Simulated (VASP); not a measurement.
The system is PtSe2.

```xyz
6
Lattice="5.9089 0.0000 0.0000 0.0000 6.0889 0.0000 0.0000 0.0000 3.9772" Properties=species:S:1:pos:R:3 pbc="T T T"
Pt    2.9545    3.0444    1.9886
Pt    0.0000    0.0000    0.0000
Se    1.3295    5.0233    1.9886
Se    4.2840    4.1100    0.0000
Se    4.5794    1.0656    1.9886
Se    1.6250    1.9789    0.0000
```

```yaml
Program: VASP 6.6.1
Task: relaxation of cell and atoms
Functional: PBE
Potentials_or_basis: VASP PAW PBE potentials, release 64 (Pt, Se)
Cutoff: 600 eV
k_mesh: 4 × 4 × 4
Occupations: gaussian, width 0.1 eV
Spin: no spin polarisation
```

At the start: pressure -5.8 GPa; volume 23.85 Å³/atom.

Q: How do energy, volume and symmetry change on relaxing?

A: Over 24 steps the energy falls by 166.6 meV/atom and the volume is 21.29 Å³/atom (-10.7 %); space group Pnnm (No. 58, to 0.1 Å) before and after.

The path:
```csv
step,energy change (eV),largest force (eV/Å),pressure (GPa),volume (Å³)
1,0.0000,0.7102,-5.80,143.09
2,-0.1387,0.6604,6.77,125.93
3,-0.2482,0.6556,0.92,132.31
4,-0.3634,0.5794,0.78,131.97
5,-0.5372,0.6816,0.63,130.80
6,-0.6455,0.4898,-2.00,132.88
7,-0.6734,0.3487,-3.82,134.58
8,-0.7130,0.3226,-3.58,133.91
9,-0.8111,0.2423,-2.73,131.90
10,-0.8999,0.0562,-0.38,127.92
11,-0.9180,0.0472,-0.14,127.70
12,-0.9571,0.0680,0.66,127.01
13,-0.9469,0.2063,2.71,125.44
14,-0.9683,0.1233,1.49,126.35
15,-0.9822,0.1194,-0.08,128.20
16,-0.9823,0.1208,-0.25,128.41
17,-0.9857,0.1194,-0.20,128.30
18,-0.9926,0.1204,-0.01,127.94
19,-0.9895,0.1553,0.38,127.18
20,-0.9941,0.1299,0.13,127.67
21,-0.9981,0.0699,-0.10,127.92
22,-0.9992,0.0238,-0.29,128.14
23,-0.9988,0.0241,0.52,127.20
24,-0.9997,0.0034,0.05,127.73
```

Final structure:
```
Pt Se
1.0
     5.52743    0.00000    0.00000
     0.00000    5.95171    0.00000
     0.00000    0.00000    3.88260
Pt Se
2 4
Direct
  0.50000 0.50000 0.50000
  0.00000 0.00000 0.00000
  0.27214 0.87971 0.50000
  0.77214 0.62029 0.00000
  0.72786 0.12029 0.50000
  0.22786 0.37971 0.00000
```

Caveat: the k points lie up to 0.40 Å⁻¹ apart in the final cell, too coarse for converged energies and pressures of a metal.
